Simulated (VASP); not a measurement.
The system is Mg.

```
Mg
1.0
    -1.79765    1.79765    1.79765
     1.79765   -1.79765    1.79765
     1.79765    1.79765   -1.79765
Mg
1
Direct
  0.00000 0.00000 0.00000
```

This isn't the form of Mg at room conditions, which is hcp.

* Program: VASP 6.6.1
* Task: relaxation of cell and atoms
* Functional: r2SCAN
* Potentials or basis: VASP PAW PBE potentials, release 64 (Mg)
* Cutoff: 600 eV
* k mesh: 12 × 12 × 12
* Occupations: fermi-dirac, width 0.1 eV
* Spin: no spin polarisation

At the start: pressure -1.4 GPa; volume 23.24 Å³/atom.

**Question.** Where does the relaxation end?

**Answer.** Over 3 steps the energy falls by 4.1 meV/atom and the volume is 22.36 Å³/atom (-3.8 %); space group Im-3m (No. 229, to 0.1 Å) before and after.

The path:
| step | energy change (eV) | largest force (eV/Å) | pressure (GPa) | volume (Å³) |
| --- | --- | --- | --- | --- |
| 1 | 0.0000 | 0.0000 | -1.42 | 23.24 |
| 2 | -0.0039 | 0.0000 | -0.35 | 22.55 |
| 3 | -0.0041 | 0.0000 | -0.01 | 22.36 |

Final structure:
```
CELL_PARAMETERS angstrom
-1.77479 1.77479 1.77479
1.77479 -1.77479 1.77479
1.77479 1.77479 -1.77479
ATOMIC_POSITIONS crystal
Mg 0.00000 0.00000 0.00000
```

Caveat: the PAW data sets were made with another functional, which shifts forces and pressure a little.
